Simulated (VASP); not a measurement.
Rh, 1 atom in the cell. It takes space group I4/mmm (No. 139, tetragonal). The conventional cell has a = 2.684 Å, b = 2.684 Å, c = 3.834 Å, α = 90.00°, β = 90.00°, γ = 90.00°. Within 3.5 Å of Rh (site symmetry 4/mmm) lie 12 Rh at 2.68 to 2.70 Å. 

- Program: VASP 6.6.1
- Task: single point
- Functional: PBE
- Potentials or basis: VASP PAW PBE potentials, release 64 (Rh_pv)
- Cutoff: 520 eV
- k mesh: 10 × 10 × 10
- Occupations: fermi-dirac, width 0.05 eV
- Spin: no spin polarisation
- Dipole correction: no
- Further INCAR settings: ALGO = Normal; EDIFF = 1e-06; NBANDS = 14

Potentials or basis: VASP PAW PBE potentials, release 64 (Rh_pv).

Run with:

```bash
$ cat potpaw_PBE.64/Rh_pv/POTCAR > POTCAR
$ mpirun -np 1 vasp_std > vasp.out
```

Hardware: 1 thread of Intel(R) Xeon(R) Platinum 8488C (Sapphire Rapids), with other jobs on the host.

Task: How long does it take, and how much memory?

Result: It took 8.7 s on 1 thread of Intel(R) Xeon(R) Platinum 8488C (Sapphire Rapids), on a shared host, peak memory 0.13 GiB. Counts: scf iterations 10, k points 102.
